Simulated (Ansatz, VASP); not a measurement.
**Sn in VASP and in Ansatz**

```
CELL_PARAMETERS angstrom
0.00000 3.42799 3.32815
3.32815 0.00000 3.32815
3.32815 3.42799 0.00000
ATOMIC_POSITIONS crystal
Sn 0.50000 0.50000 0.50000
Sn 0.75000 0.75000 0.75000
```

Change from the starting cell: strain +0.0300 x Voigt [0, 1, 0, 0, 0, 0], atoms carried along.

Alike in both runs: task single point; functional PBE; k mesh 16 × 16 × 16; occupations gaussian, width 0.15 eV; no spin polarisation.

|  | VASP | Ansatz |
| --- | --- | --- |
| version | VASP 6.6.1 | Ansatz 0.2.0 |
| potentials or method | VASP PAW PBE potentials, release 64 (Sn_d), cutoff 520 eV | scalar-relativistic, plane waves, PAW |
| valence electrons in the cell | 28 | 28 |

VASP gave:

| Property | Result |
| --- | --- |
| gap on the k mesh at the Fermi level (eV) | none |
| pressure (GPa) | -1.1 |
| traceless stress, the component that is largest in VASP (GPa) | -0.58 |

Which values does Ansatz return?

gap on the k mesh at the Fermi level (eV): none; pressure (GPa): -1.0; traceless stress, the component that is largest in VASP (GPa): -0.58.

A gap of «none» marks a metal or a gap that the smearing closes.
